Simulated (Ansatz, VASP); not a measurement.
# Tl in VASP and in Ansatz

Contents of INCAR:

```
PREC = Accurate
ENCUT = 520
EDIFF = 1E-7
ISMEAR = -1
SIGMA = 0.05
LREAL = False
LASPH = True
NELM = 60
ALGO = Normal
ISIF = 2
LWAVE = False
LCHARG = False
GGA = PE
NBANDS = 20
```

Contents of KPOINTS:

```
Automatic mesh
0
Gamma
  9 9 9
```

File POSCAR:

```
Tl
1.0
    0.0000000000      3.5000641170      3.5000641170
    3.5000641170      0.0000000000      3.5000641170
    3.5000641170      3.5000641170      0.0000000000
Tl
2
Direct
    0.0000000000      0.0000000000      0.0000000000
    0.2500000000      0.2500000000      0.2500000000
```

Input for Ansatz:

```yaml
crystal:
  lattice:
    - [0.0, 3.500064117, 3.500064117]
    - [3.500064117, 0.0, 3.500064117]
    - [3.500064117, 3.500064117, 0.0]
  atoms:
    - { symbol: Tl, position: [0.0, 0.0, 0.0] }
    - { symbol: Tl, position: [0.25, 0.25, 0.25] }
kpoints:
  mp_grid: { grid: [9, 9, 9] }
scf:
  occupations: { method: fermi_dirac, width: 0.05 }
hamiltonian:
  xc: pbe
  pseudopotentials: { kind: all_electron, lapw: { basis_error: 0.0005 } }
output:
  forces: true
  stress: true
  eigenvalues: true
```

Change from the starting cell: volume scaled by 0.95.

Alike in both runs: task single point; functional PBE; k mesh 9 × 9 × 9; occupations fermi-dirac, width 0.05 eV; no spin polarisation.

|  | VASP | Ansatz |
| --- | --- | --- |
| version | VASP 6.6.1 | Ansatz 0.2.0 |
| potentials or method | VASP PAW PBE potentials, release 64 (Tl_d), cutoff 520 eV | all-electron LAPW, scalar-relativistic |

|  | VASP | Ansatz | Ansatz less VASP |
| --- | --- | --- | --- |
| pressure (GPa) | 0.8 | 0.9 | +0.04 |

Ansatz ran all-electron here, and VASP with PAW potentials.

Neither program's run includes spin-orbit coupling.
